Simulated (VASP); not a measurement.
Wanted: the native input for a VASP 6.6.1 run.

| Property | Result |
| --- | --- |
| Task | relaxation of cell and atoms |
| Functional | PBE |
| Potentials or basis | VASP PAW PBE potentials, release 64 (Cd, Se) |
| Cutoff | 600 eV |
| k mesh | 6 × 6 × 8 |
| Occupations | gaussian, width 0.1 eV |
| Spin | no spin polarisation |
| Dipole correction | no |
| Further INCAR settings | ALGO = Normal; EDIFF = 1e-06; IBRION = 2; EDIFFG = -0.01; NSW = 100; ISIF = 3 |

The structure of Cd4Se lies in POSCAR:

```
Cd4Se
1.0
    4.1978059728     -4.2533076540      0.0000000000
    4.1978059728      4.2533076540      0.0000000000
    0.0000000000      0.0000000000      3.7345805324
Cd Se
4 1
Direct
    0.3269504266      0.3269504266      0.0000000000
    0.2594852386      0.7405147614      0.5000000000
    0.7405147614      0.2594852386      0.5000000000
    0.6730495734      0.6730495734      0.0000000000
    0.0000000000      0.0000000000      0.0000000000
```

The cell was built from a structure type or drawn by symmetry, and may not be a known phase.

The input as run:

INCAR

```
SYSTEM = Cd4Se
PREC = Accurate
ENCUT = 600
EDIFF = 1E-6
ISMEAR = 0
SIGMA = 0.1
LREAL = .False.
LASPH = .True.
NELM = 80
ALGO = Normal
ISIF = 3
LWAVE = .False.
LCHARG = .False.
GGA = PE
IBRION = 2
NSW = 100
EDIFFG = -0.01
```

KPOINTS

```
regular mesh
0
Gamma
  6 6 8
  0 0 0
```

Potentials or basis: VASP PAW PBE potentials, release 64 (Cd, Se).

Command:

```console
$ cat potpaw_PBE.64/Cd/POTCAR potpaw_PBE.64/Se/POTCAR > POTCAR
$ mpirun -np 1 vasp_std > vasp.out
```

It gave:

The relaxed volume is 26.63 Å³/atom and the relaxed cell is a = 6.041 Å, b = 6.041 Å, c = 3.651 Å, α = 90.00°, β = 90.00°, γ = 88.41°. The space group after relaxing (to 0.1 Å) is Cmmm (No. 65), the energy gained by relaxing is 3.1 meV/atom and the ionic steps are 14. The pressure after relaxing is 0.0 GPa, the largest force after relaxing is 0.005 eV/Å and the band gap on the k mesh is zero (bands 27 and 28 overlap by 1.19 eV).

Run time: 15 min on 1 thread of Intel(R) Xeon(R) 6975P-C (Granite Rapids), with other jobs on the host, peak memory 0.47 GiB.
